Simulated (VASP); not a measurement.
# MnHg3 (Pm-3m) in VASP: notebook, part 2 of 2

VASP 6.6.1. The steps go on from the part before.

### Step 3. Single point, PBE, collinear spin, ferromagnetic start

This run uses another cell than the first one, of 19.94 Å³/atom.

INCAR reads:

```
PREC     = Accurate       # precision mode
ENCUT    = 520            # plane-wave cutoff, eV
EDIFF    = 1E-6           # SCF threshold, eV
ISMEAR   = 0              # smearing method
SIGMA    = 0.1            # smearing width, eV
LREAL    = False          # projectors in reciprocal space
LASPH    = True           # aspherical terms in the spheres
NELM     = 150            # most SCF steps
ALGO     = Normal         # electronic algorithm
ISIF     = 2              # what is computed and relaxed
LWAVE    = False          # write WAVECAR
LCHARG   = True           # write CHGCAR
ISPIN    = 2              # spin polarisation
MAGMOM   = 4 0 0 0        # initial moments
LORBIT   = 11             # projections on sites
LMAXMIX  = 4              # l up to which the mixer works
GGA      = PE             # functional
LELF     = True           # ELF
LVHAR    = True         
NBANDS   = 36             # bands
```

KPOINTS reads:

```
regular mesh
0
Gamma
  5 5 5
```

POSCAR reads:

```
MnHg3
1.0
    4.3045214571      0.0000000000      0.0000000000
    0.0000000000      4.3045214571      0.0000000000
    0.0000000000      0.0000000000      4.3045214571
Mn Hg
1 3
Direct
    0.0000000000      0.0000000000      0.0000000000
    0.5000000000      0.0000000000      0.5000000000
    0.0000000000      0.5000000000      0.5000000000
    0.5000000000      0.5000000000      0.0000000000
```

Potentials or basis: VASP PAW PBE potentials, release 64 (Mn_pv, Hg).

On the command line:

```
> cat potpaw_PBE.64/Mn_pv/POTCAR potpaw_PBE.64/Hg/POTCAR > POTCAR
> mpirun -np 1 vasp_std > vasp.out
```

OUTCAR:

```text
PREC = Accurate
   ENCUT = 520
   EDIFF = 1E-6
   ISMEAR = 0
   LREAL = False
   LASPH = True
   NELM = 150
   ISIF = 2
   ISPIN = 2
   LORBIT = 11
   GGA = PE

 ion  position               nearest neighbor table
   1  0.000  0.000  0.000-   2 3.04   3 3.04   4 3.04   2 3.04   3 3.04   3 3.04   4 3.04   3 3.04
                             2 3.04   4 3.04   2 3.04   4 3.04
   2  0.500  0.000  0.500-   1 3.04   3 3.04   4 3.04   1 3.04   4 3.04   3 3.04   4 3.04   4 3.04
                             1 3.04   3 3.04   1 3.04   3 3.04
[... 996 lines left out ...]
  volume of cell :       79.76
      direct lattice vectors                 reciprocal lattice vectors
     4.304521457  0.000000000  0.000000000     0.232313861  0.000000000  0.000000000
     0.000000000  4.304521457  0.000000000     0.000000000  0.232313861  0.000000000
     0.000000000  0.000000000  4.304521457     0.000000000  0.000000000  0.232313861

 POSITION                                       TOTAL-FORCE (eV/Angst)
 -----------------------------------------------------------------------------------
      0.00000      0.00000      0.00000         0.000000      0.000000      0.000000
      2.15226      0.00000      2.15226         0.000000      0.000000      0.000000
      0.00000      2.15226      2.15226         0.000000      0.000000      0.000000
      2.15226      2.15226      0.00000         0.000000      0.000000      0.000000
 -----------------------------------------------------------------------------------
    total drift:                                0.000000     -0.000000     -0.000000

  FREE ENERGIE OF THE ION-ELECTRON SYSTEM (eV)
  ---------------------------------------------------
  free  energy   TOTEN  =        -8.2354178344 eV

  energy  without entropy=       -8.2169396763  energy(sigma->0) =       -8.22617876

 total charge

# of ion       s       p       d       tot
------------------------------------------
    1        0.219   6.131   5.004  11.354
    2        0.825   0.404   9.304  10.534
    3        0.825   0.404   9.304  10.534
    4        0.825   0.404   9.304  10.534
--------------------------------------------------
tot          2.695   7.343  32.917  42.954

 magnetization (x)

# of ion       s       p       d       tot
------------------------------------------
    1        0.040   0.013   3.838   3.891
    2       -0.009  -0.035   0.009  -0.035
    3       -0.009  -0.035   0.009  -0.035
    4       -0.009  -0.035   0.009  -0.035
--------------------------------------------------
tot          0.014  -0.092   3.866   3.787
```

stdout:

```text
POSCAR found type information on POSCAR MnHg
 POSCAR found :  2 types and       4 ions
 scaLAPACK will be used
 LDA part: xc-table for (Slater+PW92), standard interpolation
 POSCAR, INCAR and KPOINTS ok, starting setup
 FFT: planning ... GRIDC
 FFT: planning ... GRID_SOFT
 FFT: planning ... GRID
 WAVECAR not read
 entering main loop
```

It took 46 s on 1 thread of Intel Xeon 8259CL, shared host; peak memory 0.19 GiB.

Results:

```yaml
Free_energy: -8.2354 eV
Pressure: 4.7 GPa
Net_moment: 3.88 μB per cell
Site_moments: Mn +3.89; Hg -0.04 μB
Valence_electrons_inside_the_program's_atomic_spheres: Mn 11.35; Hg 10.53
```

Levels at points of the mesh, in eV from the Fermi level:
Spin up:
```
           k point  band 22  band 23  band 24  band 25  band 26  band 27  band 28  band 29  band 30  band 31
(0.00, 0.00, 0.00)    -2.33    -2.33    -2.33    -0.53    -0.53    -0.53     1.33     1.33     3.81     7.64
```
Spin down:
| k point | band 18 | band 19 | band 20 | band 21 | band 22 | band 23 | band 24 | band 25 | band 26 | band 27 |
| --- | --- | --- | --- | --- | --- | --- | --- | --- | --- | --- |
| (0.00, 0.00, 0.00) | -5.95 | -5.95 | -0.44 | -0.44 | -0.44 | -0.44 | -0.44 | 1.19 | 1.19 | 1.19 |

Caveat: the cell stands under pressure; spin-orbit coupling is left out, which moves the levels of the heavy elements.

### Step 4. Single point, PBE, collinear spin, ferromagnetic start

This run uses another cell than the first one, of 20.48 Å³/atom.

INCAR reads:

```
SYSTEM = MnHg3
PREC     = Accurate       ! precision mode
ENCUT    = 520            ! plane-wave cutoff, eV
EDIFF    = 1E-6           ! SCF threshold, eV
ISMEAR   = 0              ! smearing method
SIGMA    = 0.1            ! smearing width, eV
LREAL    = .False.        ! projectors in reciprocal space
LASPH    = .True.         ! aspherical terms in the spheres
NELM     = 150            ! most SCF steps
ALGO     = Normal         ! electronic algorithm
ISIF     = 2              ! what is computed and relaxed
LWAVE    = .False.        ! write WAVECAR
LCHARG   = .False.        ! write CHGCAR
ISPIN    = 2              ! spin polarisation
MAGMOM   = 4 0 0 0        ! initial moments
LORBIT   = 11             ! projections on sites
LMAXMIX  = 4              ! l up to which the mixer works
GGA      = PE             ! functional
NBANDS   = 36             ! bands
```

KPOINTS reads:

```
regular mesh
0
Gamma
  5 5 5
  0 0 0
```

POSCAR reads:

```
MnHg3
1.0
    4.3429567181      0.0000000000      0.0000000000
    0.0000000000      4.3429567181      0.0000000000
    0.0000000000      0.0000000000      4.3429567181
Mn Hg
1 3
Direct
    0.0000000000      0.0000000000      0.0000000000
    0.5000000000      0.0000000000      0.5000000000
    0.0000000000      0.5000000000      0.5000000000
    0.5000000000      0.5000000000      0.0000000000
```

On the command line:

```
> cat potpaw_PBE.64/Mn_pv/POTCAR potpaw_PBE.64/Hg/POTCAR > POTCAR
> mpirun -np 1 vasp_std > vasp.out
```

Wall time 40 s (1 thread of Intel Xeon 8259CL, shared host); peak memory 0.19 GiB.

Results (log left out):

* Free energy: -8.2880 eV
* Pressure: 2.9 GPa
* Net moment: 4.03 μB per cell
* Site moments: Mn +3.97; Hg -0.02 μB
* Valence electrons inside the program's atomic spheres: Mn 11.33; Hg 10.52

Levels at points of the mesh, in eV from the Fermi level:
Spin up:
```csv
k point,band 22,band 23,band 24,band 25,band 26,band 27,band 28,band 29,band 30,band 31
"(0.00, 0.00, 0.00)",-2.43,-2.43,-2.43,-0.48,-0.48,-0.48,1.17,1.17,3.60,7.52
```
Spin down:
| k point | band 18 | band 19 | band 20 | band 21 | band 22 | band 23 | band 24 | band 25 | band 26 | band 27 |
| --- | --- | --- | --- | --- | --- | --- | --- | --- | --- | --- |
| (0.00, 0.00, 0.00) | -5.92 | -5.92 | -0.48 | -0.48 | -0.37 | -0.37 | -0.37 | 1.18 | 1.18 | 1.18 |

Caveat: spin-orbit coupling is left out, which moves the levels of the heavy elements.

### Step 5. Single point, PBE, collinear spin, ferromagnetic start

This run uses another cell than the first one, of 21.02 Å³/atom.

INCAR: that of step 4 with these lines changed.

```diff
@@ -6,4 +6,4 @@
 SIGMA    = 0.1            ! smearing width, eV
-LREAL    = .False.        ! projectors in reciprocal space
-LASPH    = .True.         ! aspherical terms in the spheres
+LREAL    = .FALSE.        ! projectors in reciprocal space
+LASPH    = .TRUE.         ! aspherical terms in the spheres
 NELM     = 150            ! most SCF steps
@@ -11,4 +11,4 @@
 ISIF     = 2              ! what is computed and relaxed
-LWAVE    = .False.        ! write WAVECAR
-LCHARG   = .False.        ! write CHGCAR
+LWAVE    = .FALSE.        ! write WAVECAR
+LCHARG   = .FALSE.        ! write CHGCAR
 ISPIN    = 2              ! spin polarisation
```

KPOINTS reads:

```
Automatic mesh
0
G
  5 5 5
  0 0 0
```

POSCAR reads:

```
MnHg3
1.0
    4.3807234548      0.0000000000      0.0000000000
    0.0000000000      4.3807234548      0.0000000000
    0.0000000000      0.0000000000      4.3807234548
Mn Hg
1 3
Direct
    0.0000000000      0.0000000000      0.0000000000
    0.5000000000      0.0000000000      0.5000000000
    0.0000000000      0.5000000000      0.5000000000
    0.5000000000      0.5000000000      0.0000000000
```

On the command line:

```
> cat potpaw_PBE.64/Mn_pv/POTCAR potpaw_PBE.64/Hg/POTCAR > POTCAR
> mpirun -np 1 vasp_std > vasp.out
```

It took 59 s on 1 thread of Intel Xeon 8259CL, shared host; peak memory 0.23 GiB.

It converged, with:

```
Free energy                                           : -8.3183 eV
Pressure                                              : 1.4 GPa
Net moment                                            : 4.15 μB per cell
Site moments                                          : Mn +4.03; Hg -0.01 μB
Valence electrons inside the program's atomic spheres : Mn 11.31; Hg 10.50
```

Levels at points of the mesh, in eV from the Fermi level:
Spin up:
| k point | band 24 | band 25 | band 26 | band 27 | band 28 | band 29 | band 30 | band 31 |
| --- | --- | --- | --- | --- | --- | --- | --- | --- |
| (0.00, 0.00, 0.00) | -2.52 | -0.43 | -0.43 | -0.43 | 1.02 | 1.02 | 3.41 | 7.41 |
Spin down:
```tsv
k point	band 19	band 20	band 21	band 22	band 23	band 24	band 25	band 26
(0.00, 0.00, 0.00)	-5.91	-0.52	-0.52	-0.30	-0.30	-0.30	1.16	1.16
```

Caveat: spin-orbit coupling is left out, which moves the levels of the heavy elements.

### Step 6. The runs side by side

```tsv
cell	gap on the mesh (eV)	pressure (GPa)	moment (μB)
a = 4.265 Å, 4 atoms	none	6.6	3.71
a = 4.305 Å, 4 atoms	none	4.7	3.88
a = 4.343 Å, 4 atoms	none	2.9	4.03
a = 4.381 Å, 4 atoms	none	1.4	4.15
```

Alike in all rows: task single point; level PBE; potentials or basis VASP PAW PBE potentials, release 64 (Mn_pv, Hg); spin collinear, ferromagnetic start; k mesh 5 × 5 × 5; cutoff (eV) 520; smearing gaussian 0.1 eV.

Caveats: spin-orbit coupling is left out, which moves the levels of the heavy elements; the cell stands under pressure (at least some runs).

Absolute energies hang on the potentials; compare differences alone.
